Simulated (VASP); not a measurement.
# NaF (P6_3/mmc) in VASP: a series of runs

NaF is run at these levels: PBE, r2SCAN; tasks: single point, relaxation of cell and atoms.

All numbers are computed with VASP 6.6.1; they aren't measurements. Logs are shortened: lines on timing, memory, paths and dates and some standing lists are left out, and cuts for length are marked.

## 1. The cell of the first run

It takes space group P6_3/mmc (No. 194, hexagonal). The conventional cell has a = 3.255 Å, b = 3.255 Å, c = 5.696 Å, α = 90.00°, β = 90.00°, γ = 120.00°. Within 3.1 Å of Na (site symmetry -3m) lie 6 F at 2.36 Å and 2 Na at 2.85 Å. Within 3.1 Å of F (site symmetry -6m2) lie 6 Na at 2.36 Å.

## 2. Single point, PBE (atoms taken out)

Input file INCAR:

```
SYSTEM = NaF
PREC = Accurate
ENCUT = 520
EDIFF = 1E-6
ISMEAR = 0
SIGMA = 0.02
LREAL = .FALSE.
LASPH = .TRUE.
NELM = 60
ALGO = Normal
ISIF = 2
LWAVE = .FALSE.
LCHARG = .TRUE.
GGA = PE
LELF = .TRUE.
LVHAR = .TRUE.
NBANDS = 22
```

Input file KPOINTS:

```
regular mesh
0
G
  12 12 4
  0 0 0
```

Input file POSCAR:

```
NaF
1.0
    3.2548848956      0.0000000000      0.0000000000
   -1.6274424478      2.8188130060      0.0000000000
    0.0000000000      0.0000000000      5.6957475434
Na F
2 2
Direct
    0.0000000000      0.0000000000      0.0000000000
    0.0000000000      0.0000000000      0.5000000000
    0.3333333333      0.6666666667      0.2500000000
    0.6666666667      0.3333333333      0.7500000000
```

Potentials or basis: VASP PAW PBE potentials, release 64 (Na_pv, F).

Run with:

```sh
cat potpaw_PBE.64/Na_pv/POTCAR potpaw_PBE.64/F/POTCAR > POTCAR
mpirun -np 1 vasp_std > vasp.out
```

OUTCAR:

```text
SYSTEM = NaF
   PREC = Accurate
   ENCUT = 520
   EDIFF = 1E-6
   ISMEAR = 0
   LREAL = .FALSE.
   LASPH = .TRUE.
   NELM = 60
   ISIF = 2
   GGA = PE

 ion  position               nearest neighbor table
   1  0.000  0.000  0.000-
   2  0.000  0.000  0.500-
   3  0.333  0.667  0.250-
   4  0.667  0.333  0.750-

  LATTYP: Found a hexagonal cell.
 ALAT       =     3.2548848956
 C/A-ratio  =     1.7499075163

  Lattice vectors:

 A1 = (   3.2548848956,   0.0000000000,   0.0000000000)
 A2 = (  -1.6274424478,   2.8188130060,   0.0000000000)
 A3 = (   0.0000000000,   0.0000000000,   5.6957475434)

Analysis of symmetry for initial positions (statically):
=====================================================================
 Subroutine PRICEL returns:
 Original cell was already a primitive cell.

 Routine SETGRP: Setting up the symmetry group for a
 hexagonal supercell.

 Subroutine GETGRP returns: Found 24 space group operations
 (whereof 12 operations were pure point group operations)
 out of a pool of 24 trial point group operations.

The static configuration has the point symmetry D_3d.
 The point group associated with its full space group is D_6h.

Analysis of symmetry for dynamics (positions and initial velocities):
=====================================================================
 Subroutine PRICEL returns:
 Original cell was already a primitive cell.

 Routine SETGRP: Setting up the symmetry group for a
 hexagonal supercell.

 Subroutine GETGRP returns: Found 24 space group operations
 (whereof 12 operations were pure point group operations)
 out of a pool of 24 trial point group operations.

The dynamic configuration has the point symmetry D_3d.
 The point group associated with its full space group is D_6h.

 Subroutine INISYM returns: Found 24 space group operations
 (whereof 12 operations are pure point group operations),
 and found     1 'primitive' translations

----------------------------------------------------------------------------------------

                                     Primitive cell

  volume of cell :      52.2580

  direct lattice vectors                    reciprocal lattice vectors
     3.254884896  0.000000000  0.000000000     0.307230526  0.177379627  0.000000000
    -1.627442448  2.818813006  0.000000000     0.000000000  0.354759254  0.000000000
     0.000000000  0.000000000  5.695747543     0.000000000  0.000000000  0.175569579

  length of vectors
     3.254884896  3.254884896  5.695747543     0.354759254  0.354759254  0.175569579

  position of ions in fractional coordinates (direct lattice)
     0.000000000  0.000000000  0.000000000
     0.000000000  0.000000000  0.500000000
     0.333333333  0.666666667  0.250000000
     0.666666667  0.333333333  0.750000000

  ion indices of the primitive-cell ions
   primitive index   ion index
                 1           1
                 2           2
                 3           3
                 4           4

----------------------------------------------------------------------------------------

 KPOINTS: regular mesh

Automatic generation of k-mesh.
 Grid dimensions read from file:
 generate k-points for:   12   12    4

 Generating k-lattice:

  Cartesian coordinates                     Fractional coordinates (reciprocal lattice)
     0.025602544  0.014781636  0.000000000     0.083333333  0.000000000  0.000000000
     0.000000000  0.029563271  0.000000000     0.000000000  0.083333333  0.000000000
     0.000000000  0.000000000  0.043892395     0.000000000  0.000000000  0.250000000

  Length of vectors
     0.029563271  0.029563271  0.043892395

  Shift w.r.t. Gamma in fractional coordinates (k-lattice)
     0.000000000  0.000000000  0.000000000

 Subroutine IBZKPT returns following result:
 ===========================================

 Found     57 irreducible k-points:

 Following reciprocal coordinates:
            Coordinates               Weight
  0.000000  0.000000  0.000000      1.000000
  0.083333 -0.000000  0.000000      6.000000
  0.166667  0.000000  0.000000      6.000000
  0.250000  0.000000  0.000000      6.000000
  0.333333  0.000000  0.000000      6.000000
  0.416667  0.000000  0.000000      6.000000
[... 16 lines left out ...]
  0.250000  0.000000  0.250000     12.000000
  0.333333  0.000000  0.250000     12.000000
 [... further k-points ...]
   k-points           NKPTS =     57   k-points in BZ     NKDIM =     57   number of bands    NBANDS=     22
   number of dos      NEDOS =    301   number of ions     NIONS =      4
   total plane-waves  NPLWV =  24192
   dimension x,y,z NGX =    24 NGY =   24 NGZ =   42
   dimension x,y,z NGXF=    48 NGYF=   48 NGZF=   84
   ions per type =               2   2
   NGX,Y,Z   is equivalent  to a cutoff of  12.26, 12.26, 12.26 a.u.
   NGXF,Y,Z  is equivalent  to a cutoff of  24.52, 24.52, 24.52 a.u.
 SYSTEM =  NaF
   PREC   = accura    normal or accurate (medium, high low for compatibility)
   ISTART =      0    job   : 0-new  1-cont  2-samecut
   ICHARG =      2    charge: 1-file 2-atom 10-const
   ISPIN  =      1    spin polarized calculation?
   LNONCOLLINEAR =      F non collinear calculations
   LSORBIT =      F    spin-orbit coupling
   LASPH  =      T    aspherical Exc in radial PAW
   ENCUT  =  520.0 eV  38.22 Ry    6.18 a.u.   6.05  6.05 10.59*2*pi/ulx,y,z
   NELM   =     60;   NELMIN=  2; NELMDL= -5     # of ELM steps
   EDIFF  = 0.1E-05   stopping-criterion for ELM
   LREAL  =      F    real-space projection
   EDIFFG = 0.1E-04   stopping-criterion for IOM
   NSW    =      0    number of steps for IOM
   IBRION =     -1    ionic relax: 0-MD 1-quasi-New 2-CG
   NFREE  =      0    steps in history (QN), initial steepest desc. (CG)
   ISIF   =      2    stress and relaxation
   ISYM   =      2    0-nonsym 1-usesym 2-fastsym
   POTIM  = 0.5000    time-step for ionic-motion
   TEBEG  =    0.0;   TEEND  =   0.0 temperature during run
   PSTRESS=    0.0 pullay stress
   NELECT =      28.0000    total number of electrons
   NUPDOWN=      -1.0000    fix difference up-down
   EMIN   =  10.00;   EMAX   =-10.00  energy-range for DOS
   EFERMI =   0.00;   METHOD = LEGACY
   ISMEAR =     0;   SIGMA  =   0.02  broadening in eV -4-tet -1-fermi 0-gaus
   EFERMI_NEDOS =   21; number of points for ismear=-14 and -15
   IALGO  =     38    algorithm
   IMIX   =      4    mixing-type and parameters
     AMIX     =   0.40;   BMIX     =  1.00
     AMIX_MAG =   1.60;   BMIX_MAG =  1.00
  volume/ion in A,a.u.               =      13.06        88.16
  Fermi-wavevector in a.u.,A,eV,Ry     =   1.329668  2.512709 24.055340  1.768018
  Thomas-Fermi vector in A             =   2.458813
   LORBIT       =      0    0 simple, 1 ext, 2 COOP (PROOUT), +10 PAW based schemes
   GGA     = PE    functional components
   LHFCALC =     F    Hartree Fock is set to
   AEXX    =    0.0000 exact exchange contribution
   IVDW    =     0    specifies the selected vdW correction
   LEPSILON=     F    determine dielectric tensor
   LRPA    =     F    only Hartree local field effects (RPA)
 non-spin polarized calculation
 Gauss-broadening in eV      SIGMA  =   0.02
  energy-cutoff  :      520.00
  volume of cell :       52.26
 maximum number of plane-waves:      1428
   NGX = 13   NGY = 13   NGZ = 21

 number of electron      27.9999984 magnetization

 Free energy of the ion-electron system (eV)
  ---------------------------------------------------
  ext. energy  EPLUGINS =         0.00000000
  ---------------------------------------------------
  free energy    TOTEN  =       -16.96346099 eV

  energy without entropy =      -16.96346099  energy(sigma->0) =      -16.96346099

 E-fermi :  -2.0400     XC(G=0):  -8.9199

 val. band max:       -2.2009476646   @ k =   0.0000   0.0000   0.0000
 cond. band min:       3.7684129685   @ k =   0.0000   0.0000   0.0000
 fundamental gap:      5.9693606331
 Fermi energy:        -2.0399762616

 k-point     1 :       0.0000    0.0000    0.0000
  band No.  band energies     occupation
      1     -22.2275      2.00000
      2     -21.5352      2.00000
      3     -21.5352      2.00000
      4     -21.5075      2.00000
      5     -21.5075      2.00000
      6     -21.4828      2.00000
[... 14 lines left out ...]
     21      18.1106      0.00000
     22      18.1106      0.00000

 k-point     2 :       0.0833   -0.0000    0.0000
  band No.  band energies     occupation
      1     -22.2051      2.00000
      2     -21.6430      2.00000
      3     -21.5372      2.00000
      4     -21.5150      2.00000
      5     -21.5091      2.00000
      6     -21.4818      2.00000
[... 14 lines left out ...]
     21      17.7828      0.00000
     22      17.8740      0.00000

 k-point     3 :       0.1667    0.0000    0.0000
  band No.  band energies     occupation
      1     -22.1426      2.00000
      2     -21.7859      2.00000
      3     -21.5425      2.00000
      4     -21.5353      2.00000
      5     -21.5134      2.00000
      6     -21.4789      2.00000
[... 14 lines left out ...]
     21      17.3133      0.00000
     22      17.5502      0.00000

 k-point     4 :       0.2500    0.0000    0.0000
  band No.  band energies     occupation
      1     -22.0664      2.00000
      2     -21.8849      2.00000
      3     -21.5628      2.00000
      4     -21.5498      2.00000
      5     -21.5192      2.00000
      6     -21.4750      2.00000
[... 14 lines left out ...]
     21      17.3238      0.00000
     22      17.5386      0.00000

 k-point     5 :       0.3333    0.0000    0.0000
  band No.  band energies     occupation
      1     -22.0690      2.00000
      2     -21.8515      2.00000
      3     -21.5902      2.00000
      4     -21.5570      2.00000
      5     -21.5250      2.00000
      6     -21.4711      2.00000
[... 417 lines left out ...]
 k-point    22 :       0.1667    0.0000    0.2500
  band No.  band energies     occupation
      1     -22.0915      2.00000
      2     -21.8292      2.00000
      3     -21.5451      2.00000
      4     -21.5382      2.00000
      5     -21.5308      2.00000
      6     -21.5176      2.00000
[... 14 lines left out ...]
     21      17.3279      0.00000
     22      17.8117      0.00000

 k-point    23 :       0.2500    0.0000    0.2500
  band No.  band energies     occupation
      1     -22.0273      2.00000
      2     -21.8908      2.00000
      3     -21.5783      2.00000
      4     -21.5453      2.00000
      5     -21.5245      2.00000
      6     -21.5237      2.00000
[... 14 lines left out ...]
     21      17.3398      0.00000
     22      17.7313      0.00000

 k-point    24 :       0.3333    0.0000    0.2500
  band No.  band energies     occupation
      1     -22.0284      2.00000
      2     -21.8592      2.00000
      3     -21.6134      2.00000
      4     -21.5524      2.00000
      5     -21.5297      2.00000
      6     -21.5171      2.00000
[... 14 lines left out ...]
     21      17.3603      0.00000
     22      17.5952      0.00000

 [... further k-points ...]

------------------------ aborting loop because EDIFF is reached ----------------------------------------

  FORCE on cell =-STRESS in cart. coord.  units (eV):
  Direction    XX          YY          ZZ          XY          YZ          ZX
  --------------------------------------------------------------------------------------
  -------------------------------------------------------------------------------------
  Total       -0.0603621     -0.0603621     -0.0502160      0.0000000      0.0000000      0.0000000
  in kB       -1.8506406     -1.8506406     -1.5395734      0.0000000      0.0000000      0.0000000
  external PRESSURE =      -1.7469516 kB  Pullay stress =       0.0000000 kB

 VOLUME and BASIS-vectors are now :
 -----------------------------------------------------------------------------
  energy-cutoff  :      520.00
  volume of cell :       52.26
      direct lattice vectors                 reciprocal lattice vectors
     3.254884896  0.000000000  0.000000000     0.307230526  0.177379627  0.000000000
    -1.627442448  2.818813006  0.000000000     0.000000000  0.354759254  0.000000000
     0.000000000  0.000000000  5.695747543     0.000000000  0.000000000  0.175569579

 POSITION                                       TOTAL-FORCE (eV/Angst)
 -----------------------------------------------------------------------------------
      0.00000      0.00000      0.00000         0.000000      0.000000      0.000000
      0.00000      0.00000      2.84787         0.000000      0.000000      0.000000
     -0.00000      1.87921      1.42394        -0.000000      0.000000     -0.000000
      1.62744      0.93960      4.27181        -0.000000      0.000000     -0.000000
 -----------------------------------------------------------------------------------
    total drift:                               -0.000000      0.000000     -0.000000

  FREE ENERGIE OF THE ION-ELECTRON SYSTEM (eV)
  ---------------------------------------------------
  free  energy   TOTEN  =       -16.9634609887 eV

  energy  without entropy=      -16.9634609887  energy(sigma->0) =      -16.96346099
```

Wall time 25 s (1 thread of AMD EPYC 9R45 (Zen 5), shared host); peak memory 0.16 GiB.

What came out:

- Free energy: -16.9635 eV
- Pressure: -0.2 GPa
- Band gap on the k mesh: 5.97 eV

Levels at points of the mesh, in eV from the valence-band top:
```
           k point  band 10  band 11  band 12  band 13  band 14  band 15  band 16  band 17  band 18  band 19
(0.00, 0.00, 0.00)    -0.19    -0.18    -0.18     0.00     0.00     5.97    10.39    11.49    16.71    19.57
(0.50, 0.00, 0.00)    -1.08    -0.75    -0.51    -0.36    -0.26    10.42    11.76    13.33    13.66    13.84
(0.00, 0.00, 0.50)    -0.98    -0.09    -0.09    -0.09    -0.09     7.68     7.68    14.37    14.37    19.62
(0.50, 0.00, 0.50)    -1.39    -0.49    -0.49    -0.31    -0.31    11.38    11.38    12.41    12.41    15.33
```

Caveat: the cell differs from its parent crystal (atoms taken out). A k mesh can miss the band edges.

[end of part 1 of 2]
